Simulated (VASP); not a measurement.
Set up this calculation in VASP 6.6.1, as the native input.

```yaml
Task: single point
Functional: PBE
Potentials_or_basis: VASP PAW PBE potentials, release 64 (Mn_pv, O)
Cutoff: 520 eV
k_mesh: 11 × 11 × 6
Occupations: fermi-dirac, width 0.05 eV
Spin: no spin polarisation
Dipole_correction: no
Further_INCAR_settings: ALGO = Normal; EDIFF = 1e-07; NBANDS = 20
```

The structure of MnO2 lies in POSCAR:

```
MnO2
1.0
    2.8565781804      0.0000000000      0.0000000000
   -1.4282890902      2.4738692722      0.0000000000
    0.0000000000      0.0000000000      4.6013740589
Mn O
1 2
Direct
    0.0000000000      0.0000000000      0.5000000000
    0.3333333333      0.6666666667      0.7062925700
    0.6666666667      0.3333333333      0.2937074300
```

These files were run (other wordings do the same):

INCAR

```
  PREC = Accurate
  ENCUT = 520
  EDIFF = 1E-7
  ISMEAR = -1
  SIGMA = 0.05
  LREAL = F
  LASPH = T
  NELM = 80
  ALGO = Normal
  ISIF = 2
  LWAVE = F
  LCHARG = T
  GGA = PE
  LELF = T
  LVHAR = T
  NBANDS = 20
```

KPOINTS

```
regular mesh
0
Gamma
  11 11 6
```

Potentials or basis: VASP PAW PBE potentials, release 64 (Mn_pv, O).

Launch:

```sh
$ cat potpaw_PBE.64/Mn_pv/POTCAR potpaw_PBE.64/O/POTCAR > POTCAR
$ mpirun -np 1 vasp_std > vasp.out
```

Results of the run:

```yaml
Pressure: -4.0 GPa
Largest_force: 0.063 eV/Å
Band_gap_on_the_k_mesh: zero (an odd number of electrons rules out a gap without spin polarisation)
```

Caveat: the cell stands under tension; an odd number of electrons without spin polarisation forces a metal; a magnetic or distorted state may lie lower; the run has no spin polarisation, though such a crystal can be magnetic; semilocal functionals often make such compounds metallic where correlation or magnetic order opens a gap, which also shifts bond lengths.

Run time: 35 s on 1 thread of Intel(R) Xeon(R) Platinum 8375C CPU @ 2.90GHz (Ice Lake), with other jobs on the host, peak memory 0.18 GiB.
